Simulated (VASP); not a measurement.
The system is Ag.

```
CELL_PARAMETERS angstrom
0.00000 2.05218 2.05218
2.05218 0.00000 2.05218
2.05218 2.05218 0.00000
ATOMIC_POSITIONS crystal
Ag 0.00000 0.00000 0.00000
```

| Quantity | Value |
| --- | --- |
| Program | VASP 6.6.1 |
| Task | relaxation of cell and atoms |
| Functional | PBE |
| Potentials or basis | VASP PAW PBE potentials, release 64 (Ag) |
| Cutoff | 600 eV |
| k mesh | 18 × 18 × 18 |
| Occupations | gaussian, width 0.1 eV |
| Spin | no spin polarisation |

At the start: pressure 3.0 GPa; volume 17.29 Å³/atom.

Task: Where does the relaxation end?

Result: Over 3 steps the energy falls by 4.6 meV/atom and the volume is 17.80 Å³/atom (+3.0 %); space group Fm-3m (No. 225, to 0.1 Å) before and after.

Step by step:
```
step  energy change (eV)  largest force (eV/Å)  pressure (GPa)  volume (Å³)
   1              0.0000                0.0000            2.97        17.29
   2             -0.0033                0.0000           -1.44        18.10
   3             -0.0046                0.0000            0.01        17.80
```

Final structure:
```
CELL_PARAMETERS angstrom
0.00000 2.07249 2.07249
2.07249 0.00000 2.07249
2.07249 2.07249 0.00000
ATOMIC_POSITIONS crystal
Ag 0.00000 0.00000 0.00000
```
